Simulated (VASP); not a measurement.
**InP3: single point with r2SCAN**

Crystal: InP3.

```
In P
1.0
     3.64495    2.10441    3.11047
    -3.64495    2.10441    3.11047
     0.00000   -4.20882    3.11047
In P
2 6
Direct
  0.27711 0.27711 0.27711
  0.72289 0.72289 0.72289
  0.79151 0.23976 0.79151
  0.79151 0.79151 0.23976
  0.23976 0.79151 0.79151
  0.20849 0.76024 0.20849
  0.76024 0.20849 0.20849
  0.20849 0.20849 0.76024
```

```json
{"Program": "VASP 6.6.1", "Task": "single point", "Functional": "r2SCAN", "Potentials or basis": "VASP PAW PBE potentials, release 64 (In_d, P)", "Cutoff": "520 eV", "k mesh": "6 × 6 × 6", "Occupations": "gaussian, width 0.1 eV", "Spin": "no spin polarisation"}
```

| Property | Result |
| --- | --- |
| Pressure | 9.6 GPa |
| Largest force | 0.109 eV/Å |
| Band gap on the k mesh | zero (bands 28 and 29 overlap by 0.13 eV) |

Forces on the atoms (eV/Å):
```
In   0.000  0.000  0.016
In   0.000  0.000 -0.016
P    0.052 -0.030  0.091
P    0.000  0.060  0.091
P   -0.052 -0.030  0.091
P   -0.052  0.030 -0.091
P    0.052  0.030 -0.091
P    0.000 -0.060 -0.091
```

Stress tensor (GPa, compression positive):
```
9.53 0.00 0.00
0.00 9.53 0.00
0.00 0.00 9.68
```

Levels at points of the mesh, in eV from the Fermi level:
| k point | band 25 | band 26 | band 27 | band 28 | band 29 | band 30 | band 31 | band 32 |
| --- | --- | --- | --- | --- | --- | --- | --- | --- |
| (0.00, 0.00, 0.00) | -2.81 | -2.01 | -1.01 | -1.01 | -0.03 | 0.76 | 1.96 | 2.39 |
| (0.50, 0.00, 0.00) | -2.72 | -2.06 | -1.42 | -1.18 | 0.20 | 2.70 | 2.84 | 3.56 |
| (0.50, 0.50, 0.00) | -1.63 | -0.93 | -0.75 | -0.12 | 1.30 | 1.59 | 2.33 | 2.40 |
| (0.50, 0.50, 0.50) | -0.11 | -0.11 | 0.09 | 0.09 | 1.88 | 1.88 | 2.03 | 2.03 |

It took 9.9 min on 1 thread of Intel Xeon 8259CL, on a shared host, peak memory 0.34 GiB.

Caveat: the cell stands under pressure; semilocal functionals underestimate gaps, and a narrow one can read as zero; the PAW data sets were made with another functional, which shifts forces and pressure a little; spin-orbit coupling is left out, which moves the levels of the heavy elements.
